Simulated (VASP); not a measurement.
# GaN (F-43m) in VASP: single point with r2SCAN

Aim: the single point of GaN with r2SCAN.

Program: VASP 6.6.1. These are calculated values, not measurements. Logs are shortened: lines on timing, memory, paths and dates and some standing lists are left out, and cuts for length are marked.

## (1) The cell of the first run

The structure is cubic, space group F-43m (No. 216). The conventional cell has a = 4.498 Å, b = 4.498 Å, c = 4.498 Å, α = 90.00°, β = 90.00°, γ = 90.00°. Within 2.6 Å of Ga (site symmetry -43m) lie 4 N at 1.95 Å. Within 2.6 Å of N (site symmetry -43m) lie 4 Ga at 1.95 Å.

## (2) Single point, r2SCAN

Input file POSCAR:

```
GaN
1.0
    0.0000000000      2.2489525415      2.2489525415
    2.2489525415      0.0000000000      2.2489525415
    2.2489525415      2.2489525415      0.0000000000
Ga N
1 1
Direct
    0.0000000000      0.0000000000      0.0000000000
    0.2500000000      0.2500000000      0.2500000000
```

Input file INCAR.step1:

```
SYSTEM = GaN
  PREC = Accurate
  ENCUT = 520
  ISMEAR = 0
  SIGMA = 0.01
  LREAL = .FALSE.
  LASPH = .TRUE.
  NELM = 100
  NBANDS = 16
  GGA = PE
  ALGO = Normal
  EDIFF = 1E-4
  LWAVE = .TRUE.
  LCHARG = .FALSE.
```

Input file INCAR.step2:

```
SYSTEM = GaN
  PREC = Accurate
  ENCUT = 520
  EDIFF = 1E-6
  ISMEAR = 0
  SIGMA = 0.01
  LREAL = .FALSE.
  LASPH = .TRUE.
  NELM = 100
  ALGO = Normal
  ISIF = 2
  LWAVE = .FALSE.
  LCHARG = .TRUE.
  METAGGA = R2SCAN
  LMIXTAU = .TRUE.
  LELF = .TRUE.
  LVHAR = .TRUE.
  NBANDS = 16
  ISTART = 1
```

Input file KPOINTS:

```
Automatic mesh
0
G
  8 8 8
  0 0 0
```

Potentials or basis: VASP PAW PBE potentials, release 64 (Ga_d, N).

The run is started by

```
$ cat potpaw_PBE.64/Ga_d/POTCAR potpaw_PBE.64/N/POTCAR > POTCAR
$ cp INCAR.step1 INCAR
$ mpirun -np 1 vasp_std > vasp.out
$ cp INCAR.step2 INCAR
$ mpirun -np 1 vasp_std > vasp.out
```

OUTCAR:

```text
SYSTEM = GaN
   PREC = Accurate
   ENCUT = 520
   EDIFF = 1E-6
   ISMEAR = 0
   LREAL = .FALSE.
   LASPH = .TRUE.
   NELM = 100
   ISIF = 2
   METAGGA = R2SCAN
   ISTART = 1

 ion  position               nearest neighbor table
   1  0.000  0.000  0.000-   2 1.95   2 1.95   2 1.95   2 1.95
   2  0.250  0.250  0.250-   1 1.95   1 1.95   1 1.95   1 1.95

  LATTYP: Found a face centered cubic cell.
 ALAT       =     4.4979050830

  Lattice vectors:

 A1 = (   0.0000000000,   2.2489525415,   2.2489525415)
 A2 = (   2.2489525415,   0.0000000000,   2.2489525415)
 A3 = (   2.2489525415,   2.2489525415,   0.0000000000)

Analysis of symmetry for initial positions (statically):
=====================================================================
 Subroutine PRICEL returns:
 Original cell was already a primitive cell.

 Routine SETGRP: Setting up the symmetry group for a
 face centered cubic supercell.

 Subroutine GETGRP returns: Found 24 space group operations
 (whereof 24 operations were pure point group operations)
 out of a pool of 48 trial point group operations.

The static configuration has the point symmetry T_d .

Analysis of symmetry for dynamics (positions and initial velocities):
=====================================================================
 Subroutine PRICEL returns:
 Original cell was already a primitive cell.

 Routine SETGRP: Setting up the symmetry group for a
 face centered cubic supercell.

 Subroutine GETGRP returns: Found 24 space group operations
 (whereof 24 operations were pure point group operations)
 out of a pool of 48 trial point group operations.

The dynamic configuration has the point symmetry T_d .

 Subroutine INISYM returns: Found 24 space group operations
 (whereof 24 operations are pure point group operations),
 and found     1 'primitive' translations

----------------------------------------------------------------------------------------

                                     Primitive cell

  volume of cell :      22.7494

  direct lattice vectors                    reciprocal lattice vectors
     0.000000000  2.248952542  2.248952542    -0.222325723  0.222325723  0.222325723
     2.248952542  0.000000000  2.248952542     0.222325723 -0.222325723  0.222325723
     2.248952542  2.248952542  0.000000000     0.222325723  0.222325723 -0.222325723

  length of vectors
     3.180499185  3.180499185  3.180499185     0.385079448  0.385079448  0.385079448

  position of ions in fractional coordinates (direct lattice)
     0.000000000  0.000000000  0.000000000
     0.250000000  0.250000000  0.250000000

  ion indices of the primitive-cell ions
   primitive index   ion index
                 1           1
                 2           2

----------------------------------------------------------------------------------------

 KPOINTS: Automatic mesh

Automatic generation of k-mesh.
 Grid dimensions read from file:
 generate k-points for:    8    8    8

 Generating k-lattice:

  Cartesian coordinates                     Fractional coordinates (reciprocal lattice)
    -0.027790715  0.027790715  0.027790715     0.125000000  0.000000000  0.000000000
     0.027790715 -0.027790715  0.027790715     0.000000000  0.125000000  0.000000000
     0.027790715  0.027790715 -0.027790715     0.000000000  0.000000000  0.125000000

  Length of vectors
     0.048134931  0.048134931  0.048134931

  Shift w.r.t. Gamma in fractional coordinates (k-lattice)
     0.000000000  0.000000000  0.000000000

 Subroutine IBZKPT returns following result:
 ===========================================

 Found     29 irreducible k-points:

 Following reciprocal coordinates:
            Coordinates               Weight
  0.000000  0.000000  0.000000      1.000000
  0.125000  0.000000  0.000000      8.000000
  0.250000  0.000000  0.000000      8.000000
  0.375000  0.000000  0.000000      8.000000
  0.500000  0.000000  0.000000      4.000000
  0.125000  0.125000  0.000000      6.000000
[... 16 lines left out ...]
  0.500000  0.250000  0.125000     48.000000
 -0.375000  0.250000  0.125000     24.000000
 [... further k-points ...]
   k-points           NKPTS =     29   k-points in BZ     NKDIM =     29   number of bands    NBANDS=     16
   number of dos      NEDOS =    301   number of ions     NIONS =      2
   total plane-waves  NPLWV =  13824
   dimension x,y,z NGX =    24 NGY =   24 NGZ =   24
   dimension x,y,z NGXF=    48 NGYF=   48 NGZF=   48
   ions per type =               1   1
   NGX,Y,Z   is equivalent  to a cutoff of  12.54, 12.54, 12.54 a.u.
   NGXF,Y,Z  is equivalent  to a cutoff of  25.09, 25.09, 25.09 a.u.
 SYSTEM =  GaN
   PREC   = accura    normal or accurate (medium, high low for compatibility)
   ISTART =      1    job   : 0-new  1-cont  2-samecut
   ICHARG =      0    charge: 1-file 2-atom 10-const
   ISPIN  =      1    spin polarized calculation?
   LNONCOLLINEAR =      F non collinear calculations
   LSORBIT =      F    spin-orbit coupling
   LASPH  =      T    aspherical Exc in radial PAW
   ENCUT  =  520.0 eV  38.22 Ry    6.18 a.u.   5.91  5.91  5.91*2*pi/ulx,y,z
   NELM   =    100;   NELMIN=  2; NELMDL=  0     # of ELM steps
   EDIFF  = 0.1E-05   stopping-criterion for ELM
   LREAL  =      F    real-space projection
   EDIFFG = 0.1E-04   stopping-criterion for IOM
   NSW    =      0    number of steps for IOM
   IBRION =     -1    ionic relax: 0-MD 1-quasi-New 2-CG
   NFREE  =      0    steps in history (QN), initial steepest desc. (CG)
   ISIF   =      2    stress and relaxation
   ISYM   =      2    0-nonsym 1-usesym 2-fastsym
   POTIM  = 0.5000    time-step for ionic-motion
   TEBEG  =    0.0;   TEEND  =   0.0 temperature during run
   PSTRESS=    0.0 pullay stress
   NELECT =      18.0000    total number of electrons
   NUPDOWN=      -1.0000    fix difference up-down
   EMIN   =  10.00;   EMAX   =-10.00  energy-range for DOS
   EFERMI =   0.00;   METHOD = LEGACY
   ISMEAR =     0;   SIGMA  =   0.01  broadening in eV -4-tet -1-fermi 0-gaus
   EFERMI_NEDOS =   21; number of points for ismear=-14 and -15
   IALGO  =     38    algorithm
   IMIX   =      4    mixing-type and parameters
     AMIX     =   0.40;   BMIX     =  1.00
     AMIX_MAG =   1.60;   BMIX_MAG =  1.00
  volume/ion in A,a.u.               =      11.37        76.76
  Fermi-wavevector in a.u.,A,eV,Ry     =   1.514173  2.861371 31.194330  2.292719
  Thomas-Fermi vector in A             =   2.623866
   LORBIT       =      0    0 simple, 1 ext, 2 COOP (PROOUT), +10 PAW based schemes
   METAGGA = R2SCAN    functional components
   LHFCALC =     F    Hartree Fock is set to
   AEXX    =    0.0000 exact exchange contribution
   IVDW    =     0    specifies the selected vdW correction
   LEPSILON=     F    determine dielectric tensor
   LRPA    =     F    only Hartree local field effects (RPA)
 non-spin polarized calculation
 Gauss-broadening in eV      SIGMA  =   0.01
  energy-cutoff  :      520.00
  volume of cell :       22.75
 maximum number of plane-waves:       620
   NGX = 11   NGY = 11   NGZ = 11

 number of electron      18.0000009 magnetization

 Free energy of the ion-electron system (eV)
  ---------------------------------------------------
  ext. energy  EPLUGINS =         0.00000000
  ---------------------------------------------------
  free energy    TOTEN  =       -21.89603994 eV

  energy without entropy =      -21.89603994  energy(sigma->0) =      -21.89603994

 E-fermi :   5.2505     XC(G=0): -12.6705

 val. band max:        5.0829661975   @ k =   0.0000   0.0000   0.0000
 cond. band min:       7.2424722912   @ k =   0.0000   0.0000   0.0000
 fundamental gap:      2.1595060937
 Fermi energy:         5.2505497486

 k-point     1 :       0.0000    0.0000    0.0000
  band No.  band energies     occupation
      1     -11.7001      2.00000
      2      -8.7527      2.00000
      3      -8.7527      2.00000
      4      -8.7527      2.00000
      5      -8.3955      2.00000
      6      -8.3955      2.00000
[... 8 lines left out ...]
     15      24.8570      0.00000
     16      24.8570      0.00000

 k-point     2 :       0.1250    0.0000    0.0000
  band No.  band energies     occupation
      1     -11.5287      2.00000
      2      -8.7308      2.00000
      3      -8.7308      2.00000
      4      -8.6869      2.00000
      5      -8.3970      2.00000
      6      -8.3970      2.00000
[... 8 lines left out ...]
     15      23.1261      0.00000
     16      23.2508      0.00000

 k-point     3 :       0.2500    0.0000    0.0000
  band No.  band energies     occupation
      1     -11.1339      2.00000
      2      -8.6868      2.00000
      3      -8.6868      2.00000
      4      -8.3949      2.00000
      5      -8.3908      2.00000
      6      -8.3907      2.00000
[... 8 lines left out ...]
     15      22.7566      0.00000
     16      22.7566      0.00000

 k-point     4 :       0.3750    0.0000    0.0000
  band No.  band energies     occupation
      1     -10.8060      2.00000
      2      -8.6598      2.00000
      3      -8.6598      2.00000
      4      -8.3658      2.00000
      5      -8.3658      2.00000
      6      -7.7496      2.00000
[... 8 lines left out ...]
     15      24.3213      0.00000
     16      24.3213      0.00000
[... 324 lines left out ...]
 k-point    22 :       0.3750    0.2500    0.1250
  band No.  band energies     occupation
      1     -10.8768      2.00000
      2      -8.6392      2.00000
      3      -8.6193      2.00000
      4      -8.4838      2.00000
      5      -8.3669      2.00000
      6      -8.0524      2.00000
[... 8 lines left out ...]
     15      25.1674      0.00000
     16      27.5118      0.00000

 k-point    23 :       0.5000    0.2500    0.1250
  band No.  band energies     occupation
      1     -10.6571      2.00000
      2      -8.6281      2.00000
      3      -8.5849      2.00000
      4      -8.4469      2.00000
      5      -8.3605      2.00000
      6      -7.4017      2.00000
[... 8 lines left out ...]
     15      25.3274      0.00000
     16      27.2616      0.00000

 k-point    24 :      -0.3750    0.2500    0.1250
  band No.  band energies     occupation
      1     -10.5862      2.00000
      2      -8.6321      2.00000
      3      -8.5716      2.00000
      4      -8.4182      2.00000
      5      -8.3635      2.00000
      6      -6.9746      2.00000
[... 8 lines left out ...]
     15      24.8599      0.00000
     16      27.2311      0.00000

 [... further k-points ...]
[... 5 lines left out ...]
  --------------------------------------------------------------------------------------
  -------------------------------------------------------------------------------------
  Total        0.1493305      0.1493305      0.1493305     -0.0000000      0.0000000      0.0000000
  in kB       10.5169118     10.5169118     10.5169118     -0.0000000      0.0000000      0.0000000
  external PRESSURE =      10.5169118 kB  Pullay stress =       0.0000000 kB

 VOLUME and BASIS-vectors are now :
 -----------------------------------------------------------------------------
  energy-cutoff  :      520.00
  volume of cell :       22.75
      direct lattice vectors                 reciprocal lattice vectors
     0.000000000  2.248952542  2.248952542    -0.222325723  0.222325723  0.222325723
     2.248952542  0.000000000  2.248952542     0.222325723 -0.222325723  0.222325723
     2.248952542  2.248952542  0.000000000     0.222325723  0.222325723 -0.222325723

 POSITION                                       TOTAL-FORCE (eV/Angst)
 -----------------------------------------------------------------------------------
      0.00000      0.00000      0.00000         0.000000     -0.000000      0.000000
      1.12448      1.12448      1.12448        -0.000000      0.000000     -0.000000
 -----------------------------------------------------------------------------------
    total drift:                                0.000008      0.000008      0.000008

  FREE ENERGIE OF THE ION-ELECTRON SYSTEM (eV)
  ---------------------------------------------------
  free  energy   TOTEN  =       -21.8960399375 eV

  energy  without entropy=      -21.8960399375  energy(sigma->0) =      -21.89603994
```

It took 15 s on 1 thread of Intel Xeon 6975P-C (Granite Rapids), shared host; peak memory 0.14 GiB.

Results:

- Free energy: -21.8960 eV
- Pressure: 1.1 GPa
- Band gap on the k mesh: 2.16 eV, direct

Caveat: the PAW data sets were made with another functional, which shifts forces and pressure a little. r2SCAN opens gaps a little over a GGA but as a rule still falls short of measured ones.
